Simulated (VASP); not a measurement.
# Cu3N (Pm-3m) in VASP: notebook

Runs on Cu3N. Level: PBE. Tasks: single point.

All numbers are computed with VASP 6.6.1; they aren't measurements. Logs are shortened: lines on timing, memory, paths and dates and some standing lists are left out, and cuts for length are marked.

## 1. The cell of the first run

The structure is cubic, space group Pm-3m (No. 221). Conventional cell: a = 3.814 Å, b = 3.814 Å, c = 3.814 Å, α = 90.00°, β = 90.00°, γ = 90.00°. Cu (site symmetry 4/mmm) has 2 N at 1.91 Å within 2.5 Å. N (site symmetry m-3m) has 6 Cu at 1.91 Å within 2.5 Å.

## 2. Single point, PBE, collinear spin, ferromagnetic start

Contents of INCAR:

```
PREC = Accurate
ENCUT = 600
EDIFF = 1E-6
ISMEAR = 0
SIGMA = 0.1
LREAL = F
LASPH = T
NELM = 200
ALGO = Normal
ISIF = 2
LWAVE = F
LCHARG = F
ISPIN = 2
MAGMOM = 1 1 1 0
LORBIT = 11
LMAXMIX = 4
GGA = PE
NBANDS = 31
GGA_COMPAT = F
```

Contents of KPOINTS:

```
Automatic mesh
0
Gamma
  6 6 6
```

Contents of POSCAR:

```
Cu3N
1.0
    3.8140000000      0.0000000000      0.0000000000
    0.0000000000      3.8140000000      0.0000000000
    0.0000000000      0.0000000000      3.8140000000
Cu N
3 1
Direct
    0.5000000000      0.0000000000      0.0000000000
    0.0000000000      0.5000000000      0.0000000000
    0.0000000000      0.0000000000      0.5000000000
    0.0000000000      0.0000000000      0.0000000000
```

Potentials or basis: VASP PAW PBE potentials, release 64 (Cu, N).

Command:

```
cat potpaw_PBE.64/Cu/POTCAR potpaw_PBE.64/N/POTCAR > POTCAR
mpirun -np 1 vasp_std > vasp.out
```

OUTCAR:

```text
PREC = Accurate
   ENCUT = 600
   EDIFF = 1E-6
   ISMEAR = 0
   LREAL = F
   LASPH = T
   NELM = 200
   ISIF = 2
   ISPIN = 2
   LORBIT = 11
   GGA = PE

 ion  position               nearest neighbor table
   1  0.500  0.000  0.000-   4 1.91   4 1.91   2 2.70   3 2.70   2 2.70   2 2.70   3 2.70   3 2.70
                             3 2.70   2 2.70
   2  0.000  0.500  0.000-   4 1.91   4 1.91   1 2.70   3 2.70   1 2.70   3 2.70   3 2.70   3 2.70
                             1 2.70   1 2.70
   3  0.000  0.000  0.500-   4 1.91   4 1.91   1 2.70   1 2.70   2 2.70   2 2.70   2 2.70   2 2.70
                             1 2.70   1 2.70
   4  0.000  0.000  0.000-   1 1.91   2 1.91   3 1.91   3 1.91   2 1.91   1 1.91

  LATTYP: Found a simple cubic cell.
 ALAT       =     3.8140000000

  Lattice vectors:

 A1 = (   3.8140000000,   0.0000000000,   0.0000000000)
 A2 = (   0.0000000000,   3.8140000000,   0.0000000000)
 A3 = (   0.0000000000,   0.0000000000,   3.8140000000)

Analysis of symmetry for initial positions (statically):
=====================================================================
 Subroutine PRICEL returns:
 Original cell was already a primitive cell.

 Routine SETGRP: Setting up the symmetry group for a
 simple cubic supercell.

 Subroutine GETGRP returns: Found 48 space group operations
 (whereof 48 operations were pure point group operations)
 out of a pool of 48 trial point group operations.

The static configuration has the point symmetry O_h .

Analysis of symmetry for dynamics (positions and initial velocities):
=====================================================================
 Subroutine PRICEL returns:
 Original cell was already a primitive cell.

 Routine SETGRP: Setting up the symmetry group for a
 simple cubic supercell.

 Subroutine GETGRP returns: Found 48 space group operations
 (whereof 48 operations were pure point group operations)
 out of a pool of 48 trial point group operations.

The dynamic configuration has the point symmetry O_h .

Analysis of structural, dynamic, and magnetic symmetry:
=====================================================================
 Subroutine PRICEL returns:
 Original cell was already a primitive cell.

 Routine SETGRP: Setting up the symmetry group for a
 simple cubic supercell.

 Subroutine GETGRP returns: Found 48 space group operations
 (whereof 48 operations were pure point group operations)
 out of a pool of 48 trial point group operations.

The overall configuration has the point symmetry O_h .
[... 125 lines left out ...]
   AEXX    =    0.0000 exact exchange contribution
   IVDW    =     0    specifies the selected vdW correction
   LEPSILON=     F    determine dielectric tensor
   LRPA    =     F    only Hartree local field effects (RPA)
 spin polarized calculation
 Gauss-broadening in eV      SIGMA  =   0.10
  energy-cutoff  :      600.00
  volume of cell :       55.48
 maximum number of plane-waves:      1865
   NGX = 15   NGY = 15   NGZ = 15

 number of electron      37.9999943 magnetization       0.0001131

 number of electron      37.9999943 magnetization      -0.0000370

 Free energy of the ion-electron system (eV)
  ---------------------------------------------------
  ext. energy  EPLUGINS =         0.00000000
  ---------------------------------------------------
  free energy    TOTEN  =       -18.37852928 eV

  energy without entropy =      -18.37796624  energy(sigma->0) =      -18.37824776

 E-fermi :   5.0253     XC(G=0): -10.7895

 val. band max:        4.9224823150   @ k =   0.5000   0.5000   0.5000
 cond. band min:       5.1284787831   @ k =   0.5000   0.5000   0.0000
 fundamental gap:      0.2059964681
 Fermi energy:         5.0253446819

 spin component 1

 k-point     1 :       0.0000    0.0000    0.0000
  band No.  band energies     occupation
      1     -11.8974      1.00000
      2      -0.3151      1.00000
      3       0.1623      1.00000
      4       0.1623      1.00000
      5       0.1623      1.00000
      6       1.0705      1.00000
[... 669 lines left out ...]
     30      24.2452      0.00000
     31      24.2452      0.00000
 Fermi energy:         5.0253446819

 spin component 2

 k-point     1 :       0.0000    0.0000    0.0000
  band No.  band energies     occupation
      1     -11.8974      1.00000
      2      -0.3151      1.00000
      3       0.1623      1.00000
      4       0.1623      1.00000
      5       0.1623      1.00000
      6       1.0704      1.00000
[... 669 lines left out ...]
     30      24.2452      0.00000
     31      24.2452      0.00000

------------------------ aborting loop because EDIFF is reached ----------------------------------------

  FORCE on cell =-STRESS in cart. coord.  units (eV):
  Direction    XX          YY          ZZ          XY          YZ          ZX
  --------------------------------------------------------------------------------------
  -------------------------------------------------------------------------------------
  Total        0.6711778      0.6711778      0.6711778      0.0000000     -0.0000000      0.0000000
  in kB       19.3823348     19.3823348     19.3823348      0.0000000     -0.0000000      0.0000000
  external PRESSURE =      19.3823348 kB  Pullay stress =       0.0000000 kB

 VOLUME and BASIS-vectors are now :
 -----------------------------------------------------------------------------
  energy-cutoff  :      600.00
  volume of cell :       55.48
      direct lattice vectors                 reciprocal lattice vectors
     3.814000000  0.000000000  0.000000000     0.262191924  0.000000000  0.000000000
     0.000000000  3.814000000  0.000000000     0.000000000  0.262191924  0.000000000
     0.000000000  0.000000000  3.814000000     0.000000000  0.000000000  0.262191924

 POSITION                                       TOTAL-FORCE (eV/Angst)
 -----------------------------------------------------------------------------------
      1.90700      0.00000      0.00000         0.000000      0.000000      0.000000
      0.00000      1.90700      0.00000         0.000000      0.000000      0.000000
      0.00000      0.00000      1.90700         0.000000      0.000000      0.000000
      0.00000      0.00000      0.00000         0.000000      0.000000      0.000000
 -----------------------------------------------------------------------------------
    total drift:                                0.000000      0.000000      0.000000

  FREE ENERGIE OF THE ION-ELECTRON SYSTEM (eV)
  ---------------------------------------------------
  free  energy   TOTEN  =       -18.3785292788 eV

  energy  without entropy=      -18.3779662358  energy(sigma->0) =      -18.37824776

 total charge

# of ion       s       p       d       tot
------------------------------------------
    1        0.424   0.379   9.225  10.029
    2        0.424   0.379   9.225  10.029
    3        0.424   0.379   9.225  10.029
    4        1.201   2.512   0.000   3.713
--------------------------------------------------
tot          2.474   3.650  27.676  33.800

 magnetization (x)

# of ion       s       p       d       tot
------------------------------------------
    1        0.000   0.000  -0.000  -0.000
    2        0.000   0.000  -0.000  -0.000
    3        0.000   0.000  -0.000  -0.000
    4        0.000   0.000   0.000   0.000
--------------------------------------------------
tot          0.000   0.000  -0.000  -0.000
```

OSZICAR:

```text
N       E                     dE             d eps       ncg     rms          rms(c)
DAV:   1     0.317723449733E+03    0.31772E+03   -0.18073E+04  2560   0.210E+03
DAV:   2     0.207750717623E+02   -0.29695E+03   -0.27629E+03  2501   0.366E+02
DAV:   3    -0.206396362619E+02   -0.41415E+02   -0.38861E+02  2935   0.156E+02
DAV:   4    -0.224817596834E+02   -0.18421E+01   -0.18314E+01  3158   0.385E+01
DAV:   5    -0.225097542898E+02   -0.27995E-01   -0.27989E-01  3083   0.417E+00    0.190E+01
DAV:   6    -0.207614522029E+02    0.17483E+01   -0.27707E+01  3328   0.118E+02    0.106E+01
DAV:   7    -0.183903826500E+02    0.23711E+01   -0.83448E+00  3150   0.677E+01    0.243E+00
DAV:   8    -0.184030577933E+02   -0.12675E-01   -0.50154E-01  2988   0.452E+00    0.140E+00
DAV:   9    -0.183792074778E+02    0.23850E-01   -0.25903E-02  3707   0.197E+00    0.293E-01
DAV:  10    -0.183785696661E+02    0.63781E-03   -0.31981E-03  3390   0.645E-01    0.122E-01
DAV:  11    -0.183785572029E+02    0.12463E-04   -0.81016E-04  3680   0.217E-01    0.714E-02
DAV:  12    -0.183785460688E+02    0.11134E-04   -0.10442E-04  3551   0.119E-01    0.430E-02
DAV:  13    -0.183785274440E+02    0.18625E-04   -0.50704E-05  3775   0.927E-02    0.349E-03
DAV:  14    -0.183785289377E+02   -0.14937E-05   -0.95519E-06  2753   0.209E-02    0.441E-03
DAV:  15    -0.183785292788E+02   -0.34107E-06   -0.43819E-07  2045   0.699E-03
   1 F= -.18378529E+02 E0= -.18378248E+02  d E =-.563043E-03  mag=    -0.0000
```

Run time: 98 s. Hardware: 1 thread of Intel Xeon Platinum 8488C (Sapphire Rapids), shared host; peak memory 0.22 GiB.

What came out:

| Item | Value |
| --- | --- |
| Free energy | -18.3785 eV |
| Pressure | 1.9 GPa |
| Band gap on the k mesh | 0.21 eV, indirect (least direct gap 0.76 eV) |
| Net moment | 0.00 μB per cell |
| Valence electrons inside the program's atomic spheres | Cu 10.03; N 3.71 |

A k mesh can miss the band edges.

(Part 1 of 2 ends here.)
